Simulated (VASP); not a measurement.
A run of VASP 6.6.1 is set up as follows.

INCAR

```
SYSTEM = CdI2
PREC     = Accurate       ! precision mode
ENCUT    = 500            ! plane-wave cutoff, eV
EDIFF    = 1E-6           ! SCF threshold, eV
ISMEAR   = -1             ! smearing method
SIGMA    = 0.03           ! smearing width, eV
LREAL    = .False.        ! projectors in reciprocal space
LASPH    = .True.         ! aspherical terms in the spheres
NELM     = 120            ! most SCF steps
ALGO     = Normal         ! electronic algorithm
ISIF     = 2              ! what is computed and relaxed
LWAVE    = .False.        ! write WAVECAR
LCHARG   = .False.        ! write CHGCAR
GGA      = PS             ! functional
NBANDS   = 20             ! bands
GGA_COMPAT= .False.
```

Contents of KPOINTS:

```
Automatic mesh
0
Gamma
  8 8 5
  0 0 0
```

The input POSCAR:

```
CdI2
1.0
    4.1866408427      0.0000000000      0.0000000000
   -2.0933204213      3.6257373262      0.0000000000
    0.0000000000      0.0000000000      6.7662994471
Cd I
1 2
Direct
    0.0000000000      0.0000000000      0.0000000000
    0.3333333333      0.6666666667      0.2492000000
    0.6666666667      0.3333333333      0.7508000000
```

Potentials or basis: VASP PAW PBE potentials, release 64 (Cd, I).

Run with:

```console
$ cat potpaw_PBE.64/Cd/POTCAR potpaw_PBE.64/I/POTCAR > POTCAR
$ mpirun -np 1 vasp_std > vasp.out
```

Task: What does it give for the largest force?

Result: 0.171 eV/Å.

Task: Predict the pressure.

Result: 1.2 GPa.

Task: Predict the band gap on the k mesh.

Result: 2.32 eV, indirect (least direct gap 2.65 eV).

Forces on the atoms (eV/Å):
```
Cd   0.000  0.000  0.000
I    0.000  0.000  0.171
I    0.000  0.000 -0.171
```

Caveat: the PAW data sets were made with another functional, which shifts forces and pressure a little; spin-orbit coupling is left out, which moves the levels of the heavy elements; this functional lacks dispersion, which binds the layers, so the pressure and a relaxed spacing across them are unreliable. A k mesh can miss the band edges.
